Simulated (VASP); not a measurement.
# BiPb2 (P4_2/mnm) in VASP: a series of runs

Runs on BiPb2. Level: PBE. Tasks: single point, relaxation of cell and atoms.

Everything below comes from runs of VASP 6.6.1. Logs are shortened: lines on timing, memory, paths and dates and some standing lists are left out, and cuts for length are marked.

## (1) The cell of the first run

The structure is tetragonal, space group P4_2/mnm (No. 136). Conventional cell: a = 6.733 Å, b = 6.733 Å, c = 4.337 Å, α = 90.00°, β = 90.00°, γ = 90.00°. Bi (site symmetry mmm) has 6 Pb at 2.85 to 2.91 Å within 3.8 Å. Pb (site symmetry m2m) has 3 Bi at 2.85 to 2.91 Å and 1 Pb at 3.69 Å within 3.8 Å.

## (2) Single point, PBE

Contents of INCAR:

```
SYSTEM = BiPb2
PREC = Accurate ; ENCUT = 520
EDIFF = 1E-6 ; ISMEAR = 0
SIGMA = 0.1 ; LREAL = .FALSE.
LASPH = .TRUE. ; NELM = 100
ALGO = Fast ; ISIF = 2
LWAVE = .FALSE. ; LCHARG = .FALSE.
GGA = PE ; NBANDS = 52
```

Contents of KPOINTS:

```
Automatic mesh
0
G
  4 4 4
  0 0 0
```

Contents of POSCAR:

```
BiPb2
1.0
    6.7327072258      0.0000000000      0.0000000000
    0.0000000000      6.7327072258      0.0000000000
    0.0000000000      0.0000000000      4.3365434657
Bi Pb
2 4
Direct
    0.0000000000      0.0000000000      0.0000000000
    0.5000000000      0.5000000000      0.5000000000
    0.3060000000      0.3060000000      0.0000000000
    0.1940000000      0.8060000000      0.5000000000
    0.6940000000      0.6940000000      0.0000000000
    0.8060000000      0.1940000000      0.5000000000
```

Potentials or basis: VASP PAW PBE potentials, release 64 (Bi_d, Pb_d).

The run is started by

```sh
$ cat potpaw_PBE.64/Bi_d/POTCAR potpaw_PBE.64/Pb_d/POTCAR > POTCAR
$ mpirun -np 1 vasp_std > vasp.out
```

OUTCAR:

```text
SYSTEM = BiPb2
   PREC = Accurate
   ENCUT = 520
   EDIFF = 1E-6
   ISMEAR = 0
   LREAL = .FALSE.
   LASPH = .TRUE.
   NELM = 100
   ISIF = 2
   GGA = PE

 ion  position               nearest neighbor table
   1  0.000  0.000  0.000-   4 2.85   6 2.85   4 2.85   6 2.85   5 2.91   3 2.91
   2  0.500  0.500  0.500-   3 2.85   5 2.85   3 2.85   5 2.85   4 2.91   6 2.91
   3  0.306  0.306  0.000-   2 2.85   2 2.85   1 2.91   5 3.69   6 4.07   4 4.07   4 4.07   6 4.07
                             4 4.07   4 4.07   6 4.07   6 4.07
   4  0.194  0.806  0.500-   1 2.85   1 2.85   2 2.91   6 3.69   3 4.07   5 4.07   3 4.07   5 4.07
                             3 4.07   3 4.07   5 4.07   5 4.07
   5  0.694  0.694  0.000-   2 2.85   2 2.85   1 2.91   3 3.69   6 4.07   4 4.07   4 4.07   6 4.07
                             6 4.07   6 4.07   4 4.07   4 4.07
   6  0.806  0.194  0.500-   1 2.85   1 2.85   2 2.91   4 3.69   5 4.07   3 4.07   3 4.07   5 4.07
                             5 4.07   5 4.07   3 4.07   3 4.07

  LATTYP: Found a simple tetragonal cell.
 ALAT       =     6.7327072258
 C/A-ratio  =     0.6441010013

  Lattice vectors:

 A1 = (   6.7327072258,   0.0000000000,   0.0000000000)
 A2 = (   0.0000000000,   6.7327072258,   0.0000000000)
 A3 = (   0.0000000000,   0.0000000000,   4.3365434657)

Analysis of symmetry for initial positions (statically):
=====================================================================
 Subroutine PRICEL returns:
 Original cell was already a primitive cell.

 Routine SETGRP: Setting up the symmetry group for a
 simple tetragonal supercell.

 Subroutine GETGRP returns: Found 16 space group operations
 (whereof  8 operations were pure point group operations)
 out of a pool of 16 trial point group operations.

The static configuration has the point symmetry D_2h.
 The point group associated with its full space group is D_4h.

Analysis of symmetry for dynamics (positions and initial velocities):
=====================================================================
 Subroutine PRICEL returns:
 Original cell was already a primitive cell.

 Routine SETGRP: Setting up the symmetry group for a
 simple tetragonal supercell.

 Subroutine GETGRP returns: Found 16 space group operations
 (whereof  8 operations were pure point group operations)
 out of a pool of 16 trial point group operations.

The dynamic configuration has the point symmetry D_2h.
 The point group associated with its full space group is D_4h.

 Subroutine INISYM returns: Found 16 space group operations
 (whereof  8 operations are pure point group operations),
 and found     1 'primitive' translations

----------------------------------------------------------------------------------------

                                     Primitive cell

  volume of cell :     196.5727

  direct lattice vectors                    reciprocal lattice vectors
     6.732707226  0.000000000  0.000000000     0.148528663  0.000000000  0.000000000
     0.000000000  6.732707226  0.000000000     0.000000000  0.148528663  0.000000000
     0.000000000  0.000000000  4.336543466     0.000000000  0.000000000  0.230598404

  length of vectors
     6.732707226  6.732707226  4.336543466     0.148528663  0.148528663  0.230598404

  position of ions in fractional coordinates (direct lattice)
     0.000000000  0.000000000  0.000000000
     0.500000000  0.500000000  0.500000000
     0.306000000  0.306000000  0.000000000
     0.194000000  0.806000000  0.500000000
     0.694000000  0.694000000  0.000000000
     0.806000000  0.194000000  0.500000000

  ion indices of the primitive-cell ions
   primitive index   ion index
                 1           1
                 2           2
                 3           3
                 4           4
                 5           5
                 6           6

----------------------------------------------------------------------------------------

 KPOINTS: Automatic mesh

Automatic generation of k-mesh.
 Grid dimensions read from file:
 generate k-points for:    4    4    4

 Generating k-lattice:

  Cartesian coordinates                     Fractional coordinates (reciprocal lattice)
     0.037132166  0.000000000  0.000000000     0.250000000  0.000000000  0.000000000
     0.000000000  0.037132166  0.000000000     0.000000000  0.250000000  0.000000000
     0.000000000  0.000000000  0.057649601     0.000000000  0.000000000  0.250000000

  Length of vectors
     0.037132166  0.037132166  0.057649601

  Shift w.r.t. Gamma in fractional coordinates (k-lattice)
     0.000000000  0.000000000  0.000000000

 Subroutine IBZKPT returns following result:
 ===========================================

 Found     18 irreducible k-points:

 Following reciprocal coordinates:
            Coordinates               Weight
  0.000000  0.000000  0.000000      1.000000
  0.250000  0.000000  0.000000      4.000000
  0.500000  0.000000  0.000000      2.000000
[... 40 lines left out ...]
   EFERMI_NEDOS =   21; number of points for ismear=-14 and -15
   IALGO  =     68    algorithm
   IMIX   =      4    mixing-type and parameters
     AMIX     =   0.40;   BMIX     =  1.00
     AMIX_MAG =   1.60;   BMIX_MAG =  1.00
  volume/ion in A,a.u.               =      32.76       221.09
  Fermi-wavevector in a.u.,A,eV,Ry     =   1.242796  2.348544 21.014776  1.544542
  Thomas-Fermi vector in A             =   2.377135
   LORBIT       =      0    0 simple, 1 ext, 2 COOP (PROOUT), +10 PAW based schemes
   GGA     = PE    functional components
   LHFCALC =     F    Hartree Fock is set to
   AEXX    =    0.0000 exact exchange contribution
   IVDW    =     0    specifies the selected vdW correction
   LEPSILON=     F    determine dielectric tensor
   LRPA    =     F    only Hartree local field effects (RPA)
 non-spin polarized calculation
 RMM-DIIS sequential band-by-band and
 Gauss-broadening in eV      SIGMA  =   0.10
  energy-cutoff  :      520.00
  volume of cell :      196.57
 maximum number of plane-waves:      5312
   NGX = 25   NGY = 25   NGZ = 17

 number of electron      85.9999989 magnetization

 Free energy of the ion-electron system (eV)
  ---------------------------------------------------
  ext. energy  EPLUGINS =         0.00000000
  ---------------------------------------------------
  free energy    TOTEN  =       -17.09431298 eV

  energy without entropy =      -17.05558782  energy(sigma->0) =      -17.07495040

 E-fermi :   6.9438     XC(G=0):  -9.6252

 val. band max:        6.9399018795   @ k =   0.5000   0.2500   0.2500
 cond. band min:       6.9810835111   @ k =   0.5000   0.0000   0.2500
 fundamental gap:      0.0411816316
 Fermi energy:         6.9437876684

 k-point     1 :       0.0000    0.0000    0.0000
  band No.  band energies     occupation
      1     -16.5039      2.00000
      2     -16.5039      2.00000
      3     -16.5008      2.00000
      4     -16.4660      2.00000
      5     -16.3998      2.00000
      6     -16.3938      2.00000
[... 44 lines left out ...]
     51      11.3657      0.00000
     52      12.1392      0.00000

 k-point     2 :       0.2500    0.0000    0.0000
  band No.  band energies     occupation
      1     -16.5038      2.00000
      2     -16.5038      2.00000
      3     -16.4957      2.00000
      4     -16.4710      2.00000
      5     -16.3991      2.00000
      6     -16.3948      2.00000
[... 44 lines left out ...]
     51      11.1955      0.00000
     52      11.3475      0.00000

 k-point     3 :       0.5000    0.0000    0.0000
  band No.  band energies     occupation
      1     -16.5036      2.00000
      2     -16.5036      2.00000
      3     -16.4833      2.00000
      4     -16.4833      2.00000
      5     -16.3970      2.00000
      6     -16.3970      2.00000
[... 44 lines left out ...]
     51      10.2437      0.00000
     52      10.2472      0.00000
[... 716 lines left out ...]
 k-point    17 :       0.5000    0.2500    0.5000
  band No.  band energies     occupation
      1     -16.5025      2.00000
      2     -16.5025      2.00000
      3     -16.4723      2.00000
      4     -16.4723      2.00000
      5     -16.3828      2.00000
      6     -16.3828      2.00000
[... 44 lines left out ...]
     51      11.3103      0.00000
     52      11.3113      0.00000

 k-point    18 :       0.5000    0.5000    0.5000
  band No.  band energies     occupation
      1     -16.5011      2.00000
      2     -16.5011      2.00000
      3     -16.4736      2.00000
      4     -16.4736      2.00000
      5     -16.3824      2.00000
      6     -16.3824      2.00000
[... 44 lines left out ...]
     51      11.6129      0.00000
     52      11.6130      0.00000

------------------------ aborting loop because EDIFF is reached ----------------------------------------

  FORCE on cell =-STRESS in cart. coord.  units (eV):
  Direction    XX          YY          ZZ          XY          YZ          ZX
  --------------------------------------------------------------------------------------
  -------------------------------------------------------------------------------------
  Total       17.3603831     17.3603831     22.1009150     -0.0000000      0.0000000      0.0000000
  in kB      141.4968347    141.4968347    180.1348214     -0.0000000      0.0000000      0.0000000
  external PRESSURE =     154.3761636 kB  Pullay stress =       0.0000000 kB

 VOLUME and BASIS-vectors are now :
 -----------------------------------------------------------------------------
  energy-cutoff  :      520.00
  volume of cell :      196.57
      direct lattice vectors                 reciprocal lattice vectors
     6.732707226  0.000000000  0.000000000     0.148528663  0.000000000  0.000000000
     0.000000000  6.732707226  0.000000000     0.000000000  0.148528663  0.000000000
     0.000000000  0.000000000  4.336543466     0.000000000  0.000000000  0.230598404

 POSITION                                       TOTAL-FORCE (eV/Angst)
 -----------------------------------------------------------------------------------
      0.00000      0.00000      0.00000        -0.000000     -0.000000      0.000000
      3.36635      3.36635      2.16827        -0.000000     -0.000000      0.000000
      2.06021      2.06021      0.00000        -0.853326     -0.853326      0.000000
      1.30615      5.42656      2.16827         0.853326     -0.853326      0.000000
      4.67250      4.67250      0.00000         0.853326      0.853326      0.000000
      5.42656      1.30615      2.16827        -0.853326      0.853326      0.000000
 -----------------------------------------------------------------------------------
    total drift:                                0.000000     -0.000000      0.000000

  FREE ENERGIE OF THE ION-ELECTRON SYSTEM (eV)
  ---------------------------------------------------
  free  energy   TOTEN  =       -17.0943129763 eV

  energy  without entropy=      -17.0555878162  energy(sigma->0) =      -17.07495040
```

It took 88 s on 1 thread of Intel Xeon 6975P-C (Granite Rapids), shared host; peak memory 0.34 GiB.

Results:

```
Free energy            : -17.0943 eV
Pressure               : 15.4 GPa
Largest force          : 1.207 eV/Å
Band gap on the k mesh : zero (bands 43 and 44 overlap by 1.50 eV)
```

Forces on the atoms (eV/Å):
```
Bi   0.000  0.000  0.000
Bi   0.000  0.000  0.000
Pb  -0.853 -0.853  0.000
Pb   0.853 -0.853  0.000
Pb   0.853  0.853  0.000
Pb  -0.853  0.853  0.000
```

Stress tensor (GPa, compression positive):
```
14.15  0.00  0.00
 0.00 14.15  0.00
 0.00  0.00 18.01
```

Caveat: the k points lie up to 0.36 Å⁻¹ apart, too coarse for converged energies and pressures of a metal; spin-orbit coupling is left out, which moves the levels of the heavy elements; forces of over 1 eV/Å act on the atoms, so gaps and moduli don't describe the material at rest.

## (3) Single point, PBE

This run uses another cell than the first one, of 44.31 Å³/atom.

Contents of INCAR:

```
PREC = Accurate
ENCUT = 520
EDIFF = 1E-7
ISMEAR = 0
SIGMA = 0.1
LREAL = False
LASPH = True
NELM = 80
ALGO = Fast
ISIF = 2
LWAVE = False
LCHARG = True
GGA = PE
LELF = True
LVHAR = True
NBANDS = 52
```

Contents of KPOINTS:

```
regular mesh
0
Gamma
  4 4 4
```

Contents of POSCAR:

```
BiPb2
1.0
    7.4945366580      0.0000000000      0.0000000000
    0.0000000000      7.4945366580      0.0000000000
    0.0000000000      0.0000000000      4.7332544228
Bi Pb
2 4
Direct
    0.0000000000      0.0000000000      0.0000000000
    0.5000000000      0.5000000000      0.5000000000
    0.2986427961      0.2986427961      0.0000000000
    0.2013572039      0.7986427961      0.5000000000
    0.7013572039      0.7013572039      0.0000000000
    0.7986427961      0.2013572039      0.5000000000
```

Potentials or basis: VASP PAW PBE potentials, release 64 (Bi_d, Pb_d).

The run is started by

```sh
$ cat potpaw_PBE.64/Bi_d/POTCAR potpaw_PBE.64/Pb_d/POTCAR > POTCAR
$ mpirun -np 1 vasp_std > vasp.out
```

Run time: 2.3 min. Hardware: 1 thread of Intel Xeon 6975P-C (Granite Rapids), shared host; peak memory 0.45 GiB.

Results (log left out):

| Property | Result |
| --- | --- |
| Free energy | -19.8212 eV |
| Pressure | 0.0 GPa |
| Largest force | 0.014 eV/Å |
| Band gap on the k mesh | zero (bands 43 and 44 overlap by 1.22 eV) |

Forces on the atoms (eV/Å):
```
Bi   0.000  0.000  0.000
Bi   0.000  0.000  0.000
Pb   0.010  0.010  0.000
Pb  -0.010  0.010  0.000
Pb  -0.010 -0.010  0.000
Pb   0.010 -0.010  0.000
```

Stress tensor (GPa, compression positive):
```
 0.02  0.00  0.00
 0.00  0.02  0.00
 0.00  0.00 -0.08
```

Levels at points of the mesh, in eV from the Fermi level:
```tsv
k point	band 40	band 41	band 42	band 43	band 44	band 45	band 46	band 47
(0.00, 0.00, 0.00)	-1.86	-1.05	0.33	0.44	0.62	0.62	1.08	1.08
(0.50, 0.00, 0.00)	-1.79	-1.02	-1.02	-0.31	-0.31	1.29	1.29	1.68
(0.50, 0.50, 0.00)	-1.73	-0.71	-0.71	0.40	0.40	0.44	0.44	0.93
(0.00, 0.00, 0.50)	-2.34	-1.84	-1.84	-0.29	-0.29	0.08	0.08	0.24
(0.50, 0.00, 0.50)	-2.86	-0.99	-0.99	0.63	0.63	0.71	0.71	1.37
(0.50, 0.50, 0.50)	-2.24	-1.75	-1.75	0.29	0.29	0.53	0.53	0.93
```

Caveat: spin-orbit coupling is left out, which moves the levels of the heavy elements.

## (4) Relaxation of cell and atoms, PBE

Contents of INCAR:

```
SYSTEM = BiPb2
ALGO = Fast
EDIFF = 1E-7
EDIFFG = -0.04
ENCUT = 600
GGA = PE
IBRION = 2
ISIF = 3
ISMEAR = 0
LASPH = .TRUE.
LCHARG = .FALSE.
LREAL = .FALSE.
LWAVE = .FALSE.
NELM = 60
NSW = 90
PREC = Accurate
SIGMA = 0.1
```

Contents of KPOINTS:

```
k-points
0
G
  4 4 4
  0 0 0
```

Contents of POSCAR:

```
BiPb2
1.0
    6.7327072258      0.0000000000      0.0000000000
    0.0000000000      6.7327072258      0.0000000000
    0.0000000000      0.0000000000      4.3365434657
Bi Pb
2 4
Direct
    0.0000000000      0.0000000000      0.0000000000
    0.5000000000      0.5000000000      0.5000000000
    0.3060000000      0.3060000000      0.0000000000
    0.1940000000      0.8060000000      0.5000000000
    0.6940000000      0.6940000000      0.0000000000
    0.8060000000      0.1940000000      0.5000000000
```

The run is started by

```sh
$ cat potpaw_PBE.64/Bi_d/POTCAR potpaw_PBE.64/Pb_d/POTCAR > POTCAR
$ mpirun -np 1 vasp_std > vasp.out
```

Wall time 22 min (1 thread of Intel Xeon 6975P-C (Granite Rapids), shared host); peak memory 0.46 GiB.

Results (log left out):

```
Free energy                           : -19.7994 eV
Relaxed volume                        : 44.28 Å³/atom
Relaxed cell                          : a = 7.503 Å, b = 7.503 Å, c = 4.719 Å, α = 90.00°, β = 90.00°, γ = 90.00°
Space group after relaxing (to 0.1 Å) : P4_2/mnm (No. 136)
Energy gained by relaxing             : 450.7 meV/atom
Ionic steps                           : 12
Pressure after relaxing               : 0.0 GPa
Largest force after relaxing          : 0.022 eV/Å
Band gap on the k mesh                : zero (bands 43 and 44 overlap by 1.22 eV)
```

Forces on the atoms (eV/Å):
```
Bi   0.000  0.000  0.000
Bi   0.000  0.000  0.000
Pb  -0.015 -0.015  0.000
Pb   0.015 -0.015  0.000
Pb   0.015  0.015  0.000
Pb  -0.015  0.015  0.000
```

The path:
```tsv
step	energy change (eV)	largest force (eV/Å)	pressure (GPa)	volume (Å³)
1	0.0000	1.2067	15.50	196.57
2	-2.3696	0.1113	-2.52	301.10
3	-2.6920	0.0058	0.15	264.39
4	-2.6925	0.0030	0.00	265.89
5	-2.6945	0.0092	-0.02	266.14
6	-2.6987	0.0432	-0.07	266.87
7	-2.6970	0.1072	-0.13	268.21
8	-2.6997	0.0673	-0.10	267.38
9	-2.7015	0.0655	0.07	265.70
10	-2.7016	0.0645	0.13	265.15
11	-2.7030	0.0480	0.09	265.35
12	-2.7044	0.0217	0.04	265.68
```

Final structure:
```yaml
crystal:
  lattice:
    - [7.50309, 0.00000, 0.00000]
    - [0.00000, 7.50309, 0.00000]
    - [0.00000, 0.00000, 4.71928]
  atoms:
    - { symbol: Bi, position: [0.00000, 0.00000, 0.00000] }
    - { symbol: Bi, position: [0.50000, 0.50000, 0.50000] }
    - { symbol: Pb, position: [0.29927, 0.29927, 0.00000] }
    - { symbol: Pb, position: [0.20073, 0.79927, 0.50000] }
    - { symbol: Pb, position: [0.70073, 0.70073, 0.00000] }
    - { symbol: Pb, position: [0.79927, 0.20073, 0.50000] }
```

Levels at points of the mesh, in eV from the Fermi level:
| k point | band 40 | band 41 | band 42 | band 43 | band 44 | band 45 | band 46 | band 47 |
| --- | --- | --- | --- | --- | --- | --- | --- | --- |
| (0.00, 0.00, 0.00) | -1.86 | -1.06 | 0.32 | 0.43 | 0.62 | 0.62 | 1.09 | 1.09 |
| (0.50, 0.00, 0.00) | -1.79 | -1.01 | -1.01 | -0.31 | -0.31 | 1.30 | 1.30 | 1.68 |
| (0.50, 0.50, 0.00) | -1.73 | -0.70 | -0.70 | 0.40 | 0.40 | 0.43 | 0.43 | 0.95 |
| (0.00, 0.00, 0.50) | -2.35 | -1.84 | -1.84 | -0.28 | -0.28 | 0.08 | 0.08 | 0.24 |
| (0.50, 0.00, 0.50) | -2.88 | -0.98 | -0.98 | 0.63 | 0.63 | 0.70 | 0.70 | 1.37 |
| (0.50, 0.50, 0.50) | -2.25 | -1.75 | -1.75 | 0.28 | 0.28 | 0.52 | 0.52 | 0.92 |

Caveat: the k points lie up to 0.33 Å⁻¹ apart in the final cell, too coarse for converged energies and pressures of a metal; the volume moved by over 15 % at a fixed basis, so the end points are rough; spin-orbit coupling is left out, which moves the levels of the heavy elements.

## (5) Overview

```tsv
task	cell	cutoff (eV)	gap on the mesh (eV)	pressure (GPa)	largest force (eV/Å)
single point	a = 6.733, b = 6.733, c = 4.337 Å, 6 atoms, atomic positions A	520	none	15.4	1.21
single point	a = 7.495, b = 7.495, c = 4.733 Å, 6 atoms, atomic positions B	520	none	0.0	0.01
relaxation of cell and atoms	relaxed from a = 6.733, b = 6.733, c = 4.337 Å, 6 atoms, atomic positions A	600	none	0.0	0.02
```

Alike in all rows: level PBE; potentials or basis VASP PAW PBE potentials, release 64 (Bi_d, Pb_d); no spin polarisation; k mesh 4 × 4 × 4; smearing gaussian 0.1 eV.

Caveats: some runs use coarse meshes; spin-orbit coupling is left out, which moves the levels of the heavy elements; forces of over 1 eV/Å act on the atoms, so gaps and moduli don't describe the material at rest (at least some runs); the volume moved by over 15 % at a fixed basis, so the end points are rough (at least some runs).

Absolute energies hang on the potentials; compare differences alone.

The gap in the log of VASP goes by the Fermi energy; the results here count the filled bands.